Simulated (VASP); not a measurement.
**BiTe3O: single point with PBE**

BiTe3O:

```
Bi Te O
1.0
     4.91372    0.00000    0.00000
     0.00000    4.91372    0.00000
     0.00000    0.00000    6.81524
Bi Te O
1 3 1
Direct
  0.50000 0.50000 0.51781
  0.00000 0.00000 0.36709
  0.50000 0.00000 0.73453
  0.00000 0.50000 0.73453
  0.00000 0.00000 0.92603
```

The cell was built from a structure type or drawn by symmetry, and may not be a known phase.

- Program: VASP 6.6.1
- Task: single point
- Functional: PBE
- Potentials or basis: VASP PAW PBE potentials, release 64 (Bi_d, Te, O)
- Cutoff: 520 eV
- k mesh: 4 × 4 × 4
- Occupations: gaussian, width 0.1 eV
- Spin: no spin polarisation
- Dipole correction: no
- Further INCAR settings: ALGO = Normal; EDIFF = 1e-07; NBANDS = 28

The pressure is 2.0 GPa. The largest force is 2.635 eV/Å and the band gap on the k mesh is zero (an odd number of electrons rules out a gap without spin polarisation).

Forces on the atoms (eV/Å):
```
Bi   0.000  0.000 -2.635
Te   0.000  0.000 -0.361
Te   0.000  0.000  2.048
Te   0.000  0.000  2.048
O    0.000  0.000 -1.100
```

Stress tensor (GPa, compression positive):
```
 3.54  0.00  0.00
 0.00  3.54  0.00
 0.00  0.00 -1.04
```

Levels at points of the mesh, in eV from the Fermi level:
| k point | band 18 | band 19 | band 20 | band 21 | band 22 | band 23 |
| --- | --- | --- | --- | --- | --- | --- |
| (0.00, 0.00, 0.00) | -1.25 | -1.25 | -0.48 | 0.66 | 0.66 | 0.75 |
| (0.50, 0.00, 0.00) | -1.28 | -0.37 | -0.02 | 0.20 | 0.31 | 1.82 |
| (0.50, 0.50, 0.00) | -0.13 | 0.20 | 0.20 | 0.43 | 1.21 | 1.82 |
| (0.00, 0.00, 0.50) | -1.26 | -1.26 | -0.68 | 0.08 | 0.81 | 0.81 |
| (0.50, 0.00, 0.50) | -1.64 | -1.16 | 0.00 | 0.62 | 0.76 | 1.71 |
| (0.50, 0.50, 0.50) | 0.15 | 0.15 | 0.43 | 1.00 | 1.21 | 2.42 |

It took 94 s on 1 thread of Intel(R) Xeon(R) Platinum 8488C (Sapphire Rapids), on a shared host, peak memory 0.32 GiB.

Caveat: spin-orbit coupling is left out, which moves the levels of the heavy elements; this functional lacks dispersion, which binds the layers, so the pressure and a relaxed spacing across them are unreliable; an odd number of electrons without spin polarisation forces a metal; a magnetic or distorted state may lie lower.
